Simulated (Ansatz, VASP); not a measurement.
One calculation of Ti, two programs

```
CELL_PARAMETERS angstrom
2.93619 0.00000 0.00000
-1.46809 2.54281 0.00000
0.00000 0.00000 32.57424
ATOMIC_POSITIONS crystal
Ti 0.33333 0.66667 0.18419
Ti 0.66667 0.33333 0.25043
Ti 0.33333 0.66667 0.32488
Ti 0.66667 0.33333 0.39416
```

Alike in both runs: task single point; functional PBE; k mesh 15 × 15 × 1; occupations methfessel-paxton of order 1, width 0.1 eV; no spin polarisation.

|  | VASP | Ansatz |
| --- | --- | --- |
| version | VASP 6.6.1 | Ansatz 0.2.0 |
| potentials or method | VASP PAW PBE potentials, release 64 (Ti_sv), cutoff 400 eV | scalar-relativistic, plane waves, PAW |
| valence electrons in the cell | 48 | 48 |

|  | VASP | Ansatz | Ansatz less VASP |
| --- | --- | --- | --- |
| gap on the k mesh at the Fermi level (eV) | none | none | - |
| rms of the force components (eV/Å) | 0.182 | 0.182 | -0.0001 |

Atom by atom the forces differ by 0.003 eV/Å (rms over components). A gap of «none» marks a metal or a gap that the smearing closes. With one functional, cell and mesh, what is left measures potentials, basis and numerics.
